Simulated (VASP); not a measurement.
BaO:

```
CELL_PARAMETERS angstrom
0.00000 2.77194 2.77194
2.77194 0.00000 2.77194
2.77194 2.77194 0.00000
ATOMIC_POSITIONS crystal
Ba 0.00000 0.00000 0.00000
O 0.50000 0.50000 0.50000
```

Base run:

* Program: VASP 6.6.1
* Functional: PBE
* Potentials or basis: VASP PAW PBE potentials, release 64 (Ba_sv, O)
* Cutoff: 600 eV
* k mesh: 6 × 6 × 6
* Occupations: gaussian, width 0.01 eV
* Spin: no spin polarisation

Its results: band gap on the k mesh 1.98 eV, direct; pressure 2.8 GPa.

**Question.** The run is repeated on the same cell with these changes: functional from PBE to r2SCAN; cutoff from 600 eV to 660 eV. What comes out?

**Answer.** Band gap on the k mesh 2.32 eV, direct; pressure 1.6 GPa.

r2SCAN gives the wider gap, since meta-GGAs in the generalised Kohn-Sham scheme recover part of the derivative discontinuity.

Caveats: spin-orbit coupling is left out, which moves the levels of the heavy elements; the PAW data sets were made with another functional, which shifts forces and pressure a little (some runs).

A k mesh can miss the band edges.
